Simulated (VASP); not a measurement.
ScAl3, 16 atoms in the cell. The cell holds a disordered packing, 16 atoms: a = 7.028 Å, b = 6.647 Å, c = 6.679 Å, α = 84.44°, β = 90.08°, γ = 86.64°. 

```yaml
Program: VASP 6.6.1
Task: single point
Functional: PBE
Potentials_or_basis: VASP PAW PBE potentials, release 64 (Sc_sv, Al)
Cutoff: 400 eV
k_mesh: 1 × 1 × 1, shifted
Occupations: fermi-dirac, width 0.0715 eV
Spin: no spin polarisation
Dipole_correction: no
Mended: yes
Further_INCAR_settings: LREAL = Auto; ALGO = Normal; EDIFF = 1e-06; NBANDS = 54; ISYM = -1
```

Potentials or basis: VASP PAW PBE potentials, release 64 (Sc_sv, Al).

Command:

```sh
$ cat potpaw_PBE.64/Sc_sv/POTCAR potpaw_PBE.64/Al/POTCAR > POTCAR
$ mpirun -np 1 vasp_std > vasp.out
```

Hardware: 1 thread of AMD EPYC 7R13 Processor (Zen 3) (shared host).

Q: How long does it take, and how much memory?

A: Run time: 38 s on 1 thread of AMD EPYC 7R13 Processor (Zen 3) (shared host), peak memory 0.27 GiB. Counts: scf iterations 16, k points 1.
